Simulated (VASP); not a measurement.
**Mn: single point with revPBE**

The system is Mn.

```
CELL_PARAMETERS angstrom
0.00000 1.73668 1.73668
1.73668 0.00000 1.73668
1.73668 1.73668 0.00000
ATOMIC_POSITIONS crystal
Mn 0.00000 0.00000 0.00000
```

This cell differs from its parent crystal: volume scaled by 0.96.

- Program: VASP 6.6.1
- Task: single point
- Functional: revPBE
- Potentials or basis: VASP PAW PBE potentials, release 64 (Mn_pv)
- Cutoff: 520 eV
- k mesh: 17 × 17 × 17
- Occupations: fermi-dirac, width 0.1 eV
- Spin: no spin polarisation

```
Pressure : 12.0 GPa
```

Levels at points of the mesh, in eV from the Fermi level:
```
           k point  band 5  band 6  band 7  band 8  band 9  band 10
(0.00, 0.00, 0.00)   -1.19   -1.19   -1.19    0.57    0.57    21.55
```

Run time: 27 s on 1 thread of Intel(R) Xeon(R) Platinum 8175M CPU @ 2.50GHz (Skylake/Cascade Lake), on a shared host, peak memory 0.13 GiB.

Caveat: the PAW data sets were made with another functional, which shifts forces and pressure a little; the run has no spin polarisation, though such a crystal can be magnetic. Spin polarisation is off, so any magnetic state and its effect on volume and gap are missing.
